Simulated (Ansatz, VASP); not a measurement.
# Hf3ZrSe8: VASP beside Ansatz

```
Zr Hf Se
1.0
     3.77930    0.00000    0.00000
    -1.88965    3.27297    0.00000
     0.00000    0.00000   28.01646
Zr Hf Se
1 3 8
Cartesian
  0.0000 0.0000 14.0082
  0.0000 0.0000 0.0000
  0.0000 0.0000 7.0253
  0.0000 0.0000 20.9911
  0.0000 2.1820 1.5731
  0.0000 2.1820 8.5985
  0.0000 2.1820 15.6003
  0.0000 2.1820 22.5643
  1.8896 1.0910 5.4522
  1.8896 1.0910 12.4162
  1.8896 1.0910 19.4180
  1.8896 1.0910 26.4434
```

Alike in both runs: functional PBE; k mesh 12 × 12 × 2; occupations gaussian, width 0.02 eV; no spin polarisation.

Ansatz relaxed the structure, and its values are those at the end. VASP's run is a single point on that final structure, the one shown.

|  | VASP | Ansatz |
| --- | --- | --- |
| version | VASP 6.6.1 | Ansatz 0.2.0 |
| potentials or method | VASP PAW PBE potentials, release 64 (Zr_sv, Hf_pv, Se), cutoff 520 eV | scalar-relativistic, plane waves, PAW |
| valence electrons in the cell | 90 | 218 |

```csv
,VASP,Ansatz,Ansatz less VASP
gap on the k mesh at the Fermi level (eV),0.43,0.43,-0.001
least direct gap on the mesh (eV),1.11,1.11,0.000
pressure (GPa),-0.2,0.0,+0.19
rms of the force components (eV/Å),0.019,0.001,-0.0180
```

The functional is the same, so the differences come from potentials, cutoffs and numerics. VASP's potentials hold 90 valence electrons a cell and Ansatz's 218, so a difference there can come from the potentials and not from the codes.

Spin-orbit coupling is off throughout.
